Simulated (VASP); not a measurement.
# Ti (I4/mmm) in VASP: further runs

The runs below take Ti through single point, with r2SCAN.

Program: VASP 6.6.1. These are calculated values, not measurements. Logs are shortened: lines on timing, memory, paths and dates and some standing lists are left out, and cuts for length are marked.

## (1) The cell of the first run

The structure is tetragonal, space group I4/mmm (No. 139). The conventional cell has a = 3.282 Å, b = 3.282 Å, c = 3.651 Å, α = 90.00°, β = 90.00°, γ = 90.00°. Ti (site symmetry 4/mmm) has 14 Ti at 2.95 to 3.65 Å within 3.9 Å.

## (2) Single point, r2SCAN (strain +0.1125 x Voigt [0, 1, 0, 0, 0, 0])

POSCAR reads:

```
Ti
1.0
   -1.6410000000      1.8256125000      1.6410000000
    1.6410000000     -1.8256125000      1.6410000000
    1.6410000000      1.8256125000     -1.6410000000
Ti
1
Direct
    0.0000000000      0.0000000000      0.0000000000
```

INCAR.step1 reads:

```
PREC = Accurate ; ENCUT = 520
ISMEAR = 0 ; SIGMA = 0.15
LREAL = False ; LASPH = True
NELM = 60 ; NBANDS = 12
GGA = PE ; ALGO = Normal
EDIFF = 1E-4 ; LWAVE = True
LCHARG = False
```

INCAR.step2 reads:

```
PREC = Accurate ; ENCUT = 520
EDIFF = 1E-6 ; ISMEAR = 0
SIGMA = 0.15 ; LREAL = False
LASPH = True ; NELM = 60
ALGO = Normal ; ISIF = 2
LWAVE = False ; LCHARG = True
METAGGA = R2SCAN ; LMIXTAU = True
LELF = True ; LVHAR = True
NBANDS = 12 ; ISTART = 1
```

KPOINTS reads:

```
regular mesh
0
Gamma
  20 20 20
```

Potentials or basis: VASP PAW PBE potentials, release 64 (Ti_sv).

The run is started by

```sh
> cat potpaw_PBE.64/Ti_sv/POTCAR > POTCAR
> cp INCAR.step1 INCAR
> mpirun -np 1 vasp_std > vasp.out
> cp INCAR.step2 INCAR
> mpirun -np 1 vasp_std > vasp.out
```

OUTCAR:

```text
PREC = Accurate
   ENCUT = 520
   EDIFF = 1E-6
   ISMEAR = 0
   LREAL = False
   LASPH = True
   NELM = 60
   ISIF = 2
   METAGGA = R2SCAN
   ISTART = 1

 ion  position               nearest neighbor table
   1  0.000  0.000  0.000-

  LATTYP: Found a body centered tetragonal cell.
 ALAT       =     3.2820000000
 C/A-ratio  =     1.1125000000

  Lattice vectors:

 A1 = (  -1.6410000000,  -1.8256125000,   1.6410000000)
 A2 = (   1.6410000000,  -1.8256125000,  -1.6410000000)
 A3 = (   1.6410000000,   1.8256125000,   1.6410000000)

Analysis of symmetry for initial positions (statically):
=====================================================================
 Subroutine PRICEL returns:
 Original cell was already a primitive cell.

 Routine SETGRP: Setting up the symmetry group for a
 body centered tetragonal supercell.

 Subroutine GETGRP returns: Found 16 space group operations
 (whereof 16 operations were pure point group operations)
 out of a pool of 16 trial point group operations.

The static configuration has the point symmetry D_4h.

Analysis of symmetry for dynamics (positions and initial velocities):
=====================================================================
 Subroutine PRICEL returns:
 Original cell was already a primitive cell.

 Routine SETGRP: Setting up the symmetry group for a
 body centered tetragonal supercell.

 Subroutine GETGRP returns: Found 16 space group operations
 (whereof 16 operations were pure point group operations)
 out of a pool of 16 trial point group operations.

The dynamic configuration has the point symmetry D_4h.

 Subroutine INISYM returns: Found 16 space group operations
 (whereof 16 operations are pure point group operations),
 and found     1 'primitive' translations

----------------------------------------------------------------------------------------

                                     Primitive cell

  volume of cell :      19.6646

  direct lattice vectors                    reciprocal lattice vectors
    -1.641000000  1.825612500  1.641000000     0.000000000  0.273880684  0.304692261
     1.641000000 -1.825612500  1.641000000     0.304692261  0.000000000  0.304692261
     1.641000000  1.825612500 -1.641000000     0.304692261  0.273880684  0.000000000

  length of vectors
     2.952731447  2.952731447  2.952731447     0.409692571  0.430899928  0.409692571

  position of ions in fractional coordinates (direct lattice)
     0.000000000  0.000000000  0.000000000

  ion indices of the primitive-cell ions
   primitive index   ion index
                 1           1

----------------------------------------------------------------------------------------

 KPOINTS: regular mesh

Automatic generation of k-mesh.
 Grid dimensions read from file:
 generate k-points for:   20   20   20

 Generating k-lattice:

  Cartesian coordinates                     Fractional coordinates (reciprocal lattice)
     0.000000000  0.013694034  0.015234613     0.050000000  0.000000000 -0.000000000
     0.015234613  0.000000000  0.015234613     0.000000000  0.050000000  0.000000000
     0.015234613  0.013694034  0.000000000    -0.000000000  0.000000000  0.050000000

  Length of vectors
     0.020484629  0.021544996  0.020484629

  Shift w.r.t. Gamma in fractional coordinates (k-lattice)
     0.000000000  0.000000000  0.000000000

 Subroutine IBZKPT returns following result:
 ===========================================

 Found    641 irreducible k-points:

 Following reciprocal coordinates:
            Coordinates               Weight
  0.000000  0.000000  0.000000      1.000000
  0.050000  0.000000  0.000000      8.000000
  0.100000  0.000000  0.000000      8.000000
  0.150000  0.000000 -0.000000      8.000000
  0.200000  0.000000  0.000000      8.000000
  0.250000  0.000000  0.000000      8.000000
[... 16 lines left out ...]
 -0.450000  0.050000  0.000000     16.000000
 -0.400000  0.050000  0.000000     16.000000
 [... further k-points ...]
   k-points           NKPTS =    641   k-points in BZ     NKDIM =    641   number of bands    NBANDS=     12
   number of dos      NEDOS =    301   number of ions     NIONS =      1
   total plane-waves  NPLWV =  13824
   dimension x,y,z NGX =    24 NGY =   24 NGZ =   24
   dimension x,y,z NGXF=    48 NGYF=   48 NGZF=   48
   ions per type =               1
   NGX,Y,Z   is equivalent  to a cutoff of  13.51, 13.51, 13.51 a.u.
   NGXF,Y,Z  is equivalent  to a cutoff of  27.03, 27.03, 27.03 a.u.
 SYSTEM =  unknown system
   PREC   = accura    normal or accurate (medium, high low for compatibility)
   ISTART =      1    job   : 0-new  1-cont  2-samecut
   ICHARG =      0    charge: 1-file 2-atom 10-const
   ISPIN  =      1    spin polarized calculation?
   LNONCOLLINEAR =      F non collinear calculations
   LSORBIT =      F    spin-orbit coupling
   LASPH  =      T    aspherical Exc in radial PAW
   ENCUT  =  520.0 eV  38.22 Ry    6.18 a.u.   5.49  5.49  5.49*2*pi/ulx,y,z
   NELM   =     60;   NELMIN=  2; NELMDL=  0     # of ELM steps
   EDIFF  = 0.1E-05   stopping-criterion for ELM
   LREAL  =      F    real-space projection
   EDIFFG = 0.1E-04   stopping-criterion for IOM
   NSW    =      0    number of steps for IOM
   IBRION =     -1    ionic relax: 0-MD 1-quasi-New 2-CG
   NFREE  =      0    steps in history (QN), initial steepest desc. (CG)
   ISIF   =      2    stress and relaxation
   ISYM   =      2    0-nonsym 1-usesym 2-fastsym
   POTIM  = 0.5000    time-step for ionic-motion
   TEBEG  =    0.0;   TEEND  =   0.0 temperature during run
   PSTRESS=    0.0 pullay stress
   NELECT =      12.0000    total number of electrons
   NUPDOWN=      -1.0000    fix difference up-down
   EMIN   =  10.00;   EMAX   =-10.00  energy-range for DOS
   EFERMI =   0.00;   METHOD = LEGACY
   ISMEAR =     0;   SIGMA  =   0.15  broadening in eV -4-tet -1-fermi 0-gaus
   EFERMI_NEDOS =   21; number of points for ismear=-14 and -15
   IALGO  =     38    algorithm
   IMIX   =      4    mixing-type and parameters
     AMIX     =   0.40;   BMIX     =  1.00
     AMIX_MAG =   1.60;   BMIX_MAG =  1.00
  volume/ion in A,a.u.               =      19.66       132.70
  Fermi-wavevector in a.u.,A,eV,Ry     =   1.388588  2.624050 26.234426  1.928176
  Thomas-Fermi vector in A             =   2.512700
   LORBIT       =      0    0 simple, 1 ext, 2 COOP (PROOUT), +10 PAW based schemes
   METAGGA = R2SCAN    functional components
   LHFCALC =     F    Hartree Fock is set to
   AEXX    =    0.0000 exact exchange contribution
   IVDW    =     0    specifies the selected vdW correction
   LEPSILON=     F    determine dielectric tensor
   LRPA    =     F    only Hartree local field effects (RPA)
 non-spin polarized calculation
 Gauss-broadening in eV      SIGMA  =   0.15
  energy-cutoff  :      520.00
  volume of cell :       19.66
 maximum number of plane-waves:       547
 NGX is ok and might be reduce to    24
   NGX = 11   NGY = 11   NGZ = 11

 number of electron      12.0000001 magnetization

 Free energy of the ion-electron system (eV)
  ---------------------------------------------------
  ext. energy  EPLUGINS =         0.00000000
  ---------------------------------------------------
  free energy    TOTEN  =       -12.75090431 eV

  energy without entropy =      -12.72251456  energy(sigma->0) =      -12.73670943

 E-fermi :   6.9009     XC(G=0): -11.7828

 val. band max:        6.9008545539   @ k =   0.3000  -0.3000   0.1500
 cond. band min:       6.9013859633   @ k =  -0.3500   0.1000  -0.0000
 fundamental gap:      0.0005314094
 Fermi energy:         6.9008729725

 k-point     1 :       0.0000    0.0000    0.0000
  band No.  band energies     occupation
      1     -52.3419      2.00000
      2     -27.2619      2.00000
      3     -27.2618      2.00000
      4     -27.2511      2.00000
      5       0.8189      2.00000
      6       7.7001      0.00000
      7       7.7001      0.00000
      8       8.3721      0.00000
      9       8.9439      0.00000
     10       9.6920      0.00000
     11      23.0288      0.00000
     12      24.7411      0.00000

 k-point     2 :       0.0500    0.0000    0.0000
  band No.  band energies     occupation
      1     -52.3399      2.00000
      2     -27.2705      2.00000
      3     -27.2650      2.00000
      4     -27.2541      2.00000
      5       0.8963      2.00000
      6       7.6919      0.00000
      7       7.7165      0.00000
      8       8.3759      0.00000
      9       8.9221      0.00000
     10       9.6737      0.00000
     11      23.0021      0.00000
     12      24.5292      0.00000

 k-point     3 :       0.1000    0.0000    0.0000
  band No.  band energies     occupation
      1     -52.3343      2.00000
      2     -27.3030      2.00000
      3     -27.2741      2.00000
      4     -27.2556      2.00000
      5       1.1253      2.00000
      6       7.6557      0.00000
      7       7.7371      0.00000
      8       8.4176      0.00000
      9       8.8712      0.00000
     10       9.6282      0.00000
     11      22.7896      0.00000
     12      23.9975      0.00000
[... 286 lines left out ...]
 k-point    23 :      -0.4500    0.0500    0.0000
  band No.  band energies     occupation
      1     -52.2662      2.00000
      2     -27.6919      2.00000
      3     -27.3864      2.00000
      4     -27.2608      2.00000
      5       4.4191      2.00000
      6       7.0042      0.32983
      7       7.0698      0.11126
      8       8.9458      0.00000
      9       9.7259      0.00000
     10      10.5146      0.00000
     11      15.1632      0.00000
     12      20.5456      0.00000

 k-point    24 :      -0.4000    0.0500    0.0000
  band No.  band energies     occupation
      1     -52.2737      2.00000
      2     -27.6506      2.00000
      3     -27.3745      2.00000
      4     -27.2601      2.00000
      5       4.0534      2.00000
      6       6.9384      0.72326
      7       7.0978      0.06334
      8       8.9648      0.00000
      9       9.6234      0.00000
     10      10.2239      0.00000
     11      16.1596      0.00000
     12      20.8793      0.00000

 [... further k-points ...]
[... 5 lines left out ...]
  --------------------------------------------------------------------------------------
  -------------------------------------------------------------------------------------
  Total       -1.5354767     -1.0943193     -1.5354767     -0.0000000      0.0000000      0.0000000
  in kB     -125.1030968    -89.1597582   -125.1030968     -0.0000000      0.0000000      0.0000000
  external PRESSURE =    -113.1219839 kB  Pullay stress =       0.0000000 kB

 VOLUME and BASIS-vectors are now :
 -----------------------------------------------------------------------------
  energy-cutoff  :      520.00
  volume of cell :       19.66
      direct lattice vectors                 reciprocal lattice vectors
    -1.641000000  1.825612500  1.641000000     0.000000000  0.273880684  0.304692261
     1.641000000 -1.825612500  1.641000000     0.304692261  0.000000000  0.304692261
     1.641000000  1.825612500 -1.641000000     0.304692261  0.273880684  0.000000000

 POSITION                                       TOTAL-FORCE (eV/Angst)
 -----------------------------------------------------------------------------------
      0.00000      0.00000      0.00000         0.000000      0.000000      0.000000
 -----------------------------------------------------------------------------------
    total drift:                               -0.000000      0.000000      0.000000

  FREE ENERGIE OF THE ION-ELECTRON SYSTEM (eV)
  ---------------------------------------------------
  free  energy   TOTEN  =       -12.7509043092 eV

  energy  without entropy=      -12.7225145582  energy(sigma->0) =      -12.73670943
```

Run time: 7.1 min. Hardware: 1 thread of AMD EPYC 9R45 (Zen 5), shared host; peak memory 0.23 GiB.

What came out:

- Free energy: -12.7509 eV
- Pressure: -11.3 GPa
- Band gap on the k mesh: zero (bands 6 and 7 overlap by 1.53 eV)

Caveat: the cell differs from its parent crystal (strain +0.1125 x Voigt [0, 1, 0, 0, 0, 0]); the cell stands under tension; the PAW data sets were made with another functional, which shifts forces and pressure a little.

## (3) Single point, r2SCAN (strain +0.1312 x Voigt [0, 1, 0, 0, 0, 0])

POSCAR reads:

```
Ti
1.0
   -1.6410000000      1.8562992000      1.6410000000
    1.6410000000     -1.8562992000      1.6410000000
    1.6410000000      1.8562992000     -1.6410000000
Ti
1
Direct
    0.0000000000      0.0000000000      0.0000000000
```

INCAR.step1 reads:

```
SYSTEM = Ti
PREC = Accurate
ENCUT = 520
ISMEAR = 0
SIGMA = 0.15
LREAL = .False.
LASPH = .True.
NELM = 60
NBANDS = 12
GGA = PE
ALGO = Normal
EDIFF = 1E-4
LWAVE = .True.
LCHARG = .False.
```

INCAR.step2 reads:

```
SYSTEM = Ti
PREC = Accurate
ENCUT = 520
EDIFF = 1E-7
ISMEAR = 0
SIGMA = 0.15
LREAL = .False.
LASPH = .True.
NELM = 60
ALGO = Normal
ISIF = 2
LWAVE = .False.
LCHARG = .False.
METAGGA = R2SCAN
LMIXTAU = .True.
NBANDS = 12
ISTART = 1
```

KPOINTS reads:

```
Automatic mesh
0
Gamma
  20 20 20
  0 0 0
```

Potentials or basis: VASP PAW PBE potentials, release 64 (Ti_sv).

The run is started by

```sh
> cat potpaw_PBE.64/Ti_sv/POTCAR > POTCAR
> cp INCAR.step1 INCAR
> mpirun -np 1 vasp_std > vasp.out
> cp INCAR.step2 INCAR
> mpirun -np 1 vasp_std > vasp.out
```

Wall time 6.9 min (1 thread of AMD EPYC 9R45 (Zen 5), shared host); peak memory 0.23 GiB.

Results (log left out):

| Property | Result |
| --- | --- |
| Free energy | -12.7317 eV |
| Pressure | -12.4 GPa |
| Band gap on the k mesh | zero (bands 6 and 7 overlap by 1.51 eV) |

Stress tensor (GPa, compression positive):
```
-13.68   0.00   0.00
  0.00  -9.85   0.00
  0.00   0.00 -13.68
```

Levels at points of the mesh, in eV from the Fermi level:
| k point | band 4 | band 5 | band 6 | band 7 | band 8 | band 9 |
| --- | --- | --- | --- | --- | --- | --- |
| (0.00, 0.00, 0.00) | -34.21 | -6.05 | 0.76 | 0.76 | 1.51 | 1.92 |
| (0.50, 0.00, 0.00) | -34.22 | -2.32 | 0.11 | 0.37 | 1.89 | 2.84 |
| (0.00, 0.50, 0.00) | -34.26 | -2.21 | -0.84 | 1.12 | 2.93 | 2.95 |
| (0.50, 0.50, 0.50) | -34.48 | -1.96 | -1.71 | 3.35 | 3.44 | 3.44 |

Caveat: the cell differs from its parent crystal (strain +0.1312 x Voigt [0, 1, 0, 0, 0, 0]); the cell stands under tension; the PAW data sets were made with another functional, which shifts forces and pressure a little.

## (4) Single point, r2SCAN (strain +0.1500 x Voigt [0, 1, 0, 0, 0, 0])

POSCAR reads:

```
Ti
1.0
   -1.6410000000      1.8871500000      1.6410000000
    1.6410000000     -1.8871500000      1.6410000000
    1.6410000000      1.8871500000     -1.6410000000
Ti
1
Direct
    0.0000000000      0.0000000000      0.0000000000
```

INCAR.step1 reads:

```
  PREC = Accurate
  ENCUT = 520
  ISMEAR = 0
  SIGMA = 0.15
  LREAL = False
  LASPH = True
  NELM = 60
  NBANDS = 12
  GGA = PE
  ALGO = Normal
  EDIFF = 1E-4
  LWAVE = True
  LCHARG = False
```

INCAR.step2 reads:

```
  PREC = Accurate
  ENCUT = 520
  EDIFF = 1E-6
  ISMEAR = 0
  SIGMA = 0.15
  LREAL = False
  LASPH = True
  NELM = 60
  ALGO = Normal
  ISIF = 2
  LWAVE = False
  LCHARG = False
  METAGGA = R2SCAN
  LMIXTAU = True
  NBANDS = 12
  ISTART = 1
```

KPOINTS reads:

```
regular mesh
0
Gamma
  20 20 20
```

Potentials or basis: VASP PAW PBE potentials, release 64 (Ti_sv).

The run is started by

```sh
> cat potpaw_PBE.64/Ti_sv/POTCAR > POTCAR
> cp INCAR.step1 INCAR
> mpirun -np 1 vasp_std > vasp.out
> cp INCAR.step2 INCAR
> mpirun -np 1 vasp_std > vasp.out
```

OUTCAR:

```text
PREC = Accurate
   ENCUT = 520
   EDIFF = 1E-6
   ISMEAR = 0
   LREAL = False
   LASPH = True
   NELM = 60
   ISIF = 2
   METAGGA = R2SCAN
   ISTART = 1

 ion  position               nearest neighbor table
   1  0.000  0.000  0.000-

  LATTYP: Found a body centered tetragonal cell.
 ALAT       =     3.2820000000
 C/A-ratio  =     1.1500000000

  Lattice vectors:

 A1 = (  -1.6410000000,  -1.8871500000,   1.6410000000)
 A2 = (   1.6410000000,  -1.8871500000,  -1.6410000000)
[... 540 lines left out ...]

 [... further k-points ...]

------------------------ aborting loop because EDIFF is reached ----------------------------------------

  FORCE on cell =-STRESS in cart. coord.  units (eV):
  Direction    XX          YY          ZZ          XY          YZ          ZX
  --------------------------------------------------------------------------------------
  -------------------------------------------------------------------------------------
  Total       -1.8686098     -1.3691599     -1.8686098      0.0000000      0.0000000      0.0000000
  in kB     -147.2806272   -107.9148418   -147.2806272      0.0000000      0.0000000      0.0000000
  external PRESSURE =    -134.1586987 kB  Pullay stress =       0.0000000 kB

 VOLUME and BASIS-vectors are now :
 -----------------------------------------------------------------------------
  energy-cutoff  :      520.00
  volume of cell :       20.33
      direct lattice vectors                 reciprocal lattice vectors
    -1.641000000  1.887150000  1.641000000     0.000000000  0.264949792  0.304692261
     1.641000000 -1.887150000  1.641000000     0.304692261  0.000000000  0.304692261
     1.641000000  1.887150000 -1.641000000     0.304692261  0.264949792  0.000000000

 POSITION                                       TOTAL-FORCE (eV/Angst)
 -----------------------------------------------------------------------------------
      0.00000      0.00000      0.00000        -0.000000     -0.000000     -0.000000
 -----------------------------------------------------------------------------------
    total drift:                                0.000000     -0.000000      0.000000

  FREE ENERGIE OF THE ION-ELECTRON SYSTEM (eV)
  ---------------------------------------------------
  free  energy   TOTEN  =       -12.7104838000 eV

  energy  without entropy=      -12.6831053775  energy(sigma->0) =      -12.69679459
```

OSZICAR.step1:

```text
N       E                     dE             d eps       ncg     rms          rms(c)
DAV:   1     0.866279825181E+02    0.86628E+02   -0.65072E+03 15424   0.116E+03
DAV:   2    -0.430908924341E+01   -0.90937E+02   -0.88685E+02 15712   0.292E+02
DAV:   3    -0.881428068459E+01   -0.45052E+01   -0.44508E+01 22056   0.659E+01
DAV:   4    -0.891669535407E+01   -0.10241E+00   -0.10227E+00 17220   0.880E+00
DAV:   5    -0.891930555514E+01   -0.26102E-02   -0.26101E-02 18592   0.126E+00    0.746E+00
DAV:   6    -0.762038245899E+01    0.12989E+01   -0.28789E+00 16544   0.241E+01    0.182E+00
DAV:   7    -0.761189656194E+01    0.84859E-02   -0.74874E-02 18136   0.265E+00    0.116E+00
DAV:   8    -0.761483953644E+01   -0.29430E-02   -0.28798E-02 16244   0.223E+00    0.119E-01
DAV:   9    -0.761519899215E+01   -0.35946E-03   -0.25643E-03 20172   0.572E-01    0.691E-02
DAV:  10    -0.761519900696E+01   -0.14805E-07   -0.24926E-04 16444   0.186E-01
   1 F= -.76151990E+01 E0= -.75994696E+01  d E =-.314588E-01
```

It took 6.5 min on 1 thread of AMD EPYC 9R45 (Zen 5), shared host; peak memory 0.23 GiB.

What came out:

| Item | Value |
| --- | --- |
| Free energy | -12.7105 eV |
| Pressure | -13.4 GPa |
| Band gap on the k mesh | zero (bands 6 and 7 overlap by 1.48 eV) |

Stress tensor (GPa, compression positive):
```
-14.73   0.00   0.00
  0.00 -10.79   0.00
  0.00   0.00 -14.73
```

Levels at points of the mesh, in eV from the Fermi level:
```tsv
k point	band 4	band 5	band 6	band 7	band 8	band 9
(0.00, 0.00, 0.00)	-34.26	-6.01	0.74	0.74	1.55	1.81
(0.50, 0.00, 0.00)	-34.27	-2.29	0.16	0.32	1.77	2.81
(0.00, 0.50, 0.00)	-34.32	-2.17	-0.88	1.16	2.89	2.93
(0.50, 0.50, 0.50)	-34.51	-1.93	-1.65	3.27	3.36	3.36
```

Caveat: the cell differs from its parent crystal (strain +0.1500 x Voigt [0, 1, 0, 0, 0, 0]); the cell stands under tension; the PAW data sets were made with another functional, which shifts forces and pressure a little.

## (5) Summary

```tsv
cell	gap on the mesh (eV)	pressure (GPa)
a = 2.953 Å, angles 112.5, 103.6, 112.5°, 1 atom	none	-11.3
a = 2.972 Å, angles 113.0, 102.7, 113.0°, 1 atom	none	-12.4
a = 2.991 Å, angles 113.5, 101.8, 113.5°, 1 atom	none	-13.4
```

Alike in all rows: task single point; level r2SCAN; potentials or basis VASP PAW PBE potentials, release 64 (Ti_sv); no spin polarisation; k mesh 20 × 20 × 20; cutoff (eV) 520; smearing gaussian 0.15 eV.

Caveats: the cell stands under tension; the PAW data sets were made with another functional, which shifts forces and pressure a little.

Total energies depend on the potentials used, so only differences within one code and one set of settings carry meaning.
